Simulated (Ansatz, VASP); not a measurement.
## ZnS in VASP and in Ansatz

```xyz
2
Lattice="0.0000 2.3220 2.3220 2.3220 0.0000 2.3220 2.3220 2.3220 0.0000" Properties=species:S:1:pos:R:3 pbc="T T T"
Zn    0.0000    0.0000    0.0000
S     1.1610    1.1610    1.1610
```

Change from the starting cell: volume scaled by 0.64, PAW files.

Alike in both runs: task single point; functional r2SCAN; k mesh 12 × 12 × 12; occupations fermi-dirac, width 0.05 eV; no spin polarisation.

|  | VASP | Ansatz |
| --- | --- | --- |
| version | VASP 6.6.1 | Ansatz 0.2.0 |
| potentials or method | VASP PAW PBE potentials, release 64 (Zn, S) | PAW with Ansatz's default frozen-core files, scalar-relativistic |
| plane-wave cutoff (eV) | 520 | 500 |
| valence electrons in the cell | 18 | 18 |

|  | VASP | Ansatz | Ansatz less VASP |
| --- | --- | --- | --- |
| gap on the k mesh at the Fermi level (eV) | 2.33 | 2.32 | -0.005 |
| pressure (GPa) | 93.7 | 92.7 | -0.98 |

VASP's potentials were made for PBE, not for r2SCAN. Both programs put the cell under a high pressure, so it lies far from rest at this level.

Noted on VASP's run: the cell as given lies far from equilibrium.
